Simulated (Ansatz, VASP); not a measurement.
Sn: VASP beside Ansatz

```
Sn
1.0
     5.10486    0.00000    0.00000
    -2.55243    4.42094    0.00000
     0.00000    0.00000    6.08635
Sn
4
Direct
  0.00000 0.00000 0.25000
  0.00000 0.00000 0.75000
  0.33333 0.66667 0.75000
  0.66667 0.33333 0.25000
```

Alike in both runs: functional PBE; k mesh 12 × 12 × 8; occupations gaussian, width 0.1 eV; no spin polarisation.

Ansatz relaxed the structure, and its values are those at the end. VASP's run is a single point on that final structure, the one shown.

|  | VASP | Ansatz |
| --- | --- | --- |
| version | VASP 6.6.1 | Ansatz 0.2.0 |
| potentials or method | VASP PAW PBE potentials, release 64 (Sn_d), cutoff 520 eV | scalar-relativistic, plane waves, PAW |
| valence electrons in the cell | 56 | 56 |

VASP gave:

| Quantity | Value |
| --- | --- |
| gap on the k mesh at the Fermi level (eV) | none |
| pressure (GPa) | -0.1 |

Task: Which values does Ansatz return?

Result: gap on the k mesh at the Fermi level (eV): none; pressure (GPa): 0.0.

A gap of «none» marks a metal or a gap that the smearing closes. With one functional, cell and mesh, what is left measures potentials, basis and numerics.
